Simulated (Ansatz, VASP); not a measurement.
# B2Se: VASP beside Ansatz

```
CELL_PARAMETERS angstrom
1.38351 -2.84575 0.00000
1.38351 2.84575 0.00000
0.00000 0.00000 4.52326
ATOMIC_POSITIONS crystal
B 0.84701 0.15299 0.00000
B 0.15299 0.84701 0.00000
Se 0.00000 0.00000 0.50000
```

Alike in both runs: task relaxation of cell and atoms; functional PBE; k mesh 8 × 8 × 4; occupations gaussian, width 0.1 eV; no spin polarisation.

```csv
,VASP,Ansatz
version,VASP 6.6.1,Ansatz 0.2.0
potentials or method,"VASP PAW PBE potentials, release 64 (B, Se), cutoff 600 eV","scalar-relativistic, plane waves, PAW"
valence electrons in the cell,12,22
```

Ansatz gave:

* gap on the k mesh at the Fermi level, each at its own relaxed structure (eV): none
* relaxed volume (Å³/atom): 11.70
* relaxed length of the cell vector where the two differ most in proportion (Å): 4.446

Task: Estimate VASP's values.

Result: gap on the k mesh at the Fermi level, each at its own relaxed structure (eV): none; relaxed volume (Å³/atom): 11.71; relaxed length of the cell vector where the two differ most in proportion (Å): 4.451.

A gap of «none» marks a metal or a gap that the smearing closes. VASP's potentials hold 12 valence electrons a cell and Ansatz's 22, so a difference there can come from the potentials and not from the codes.
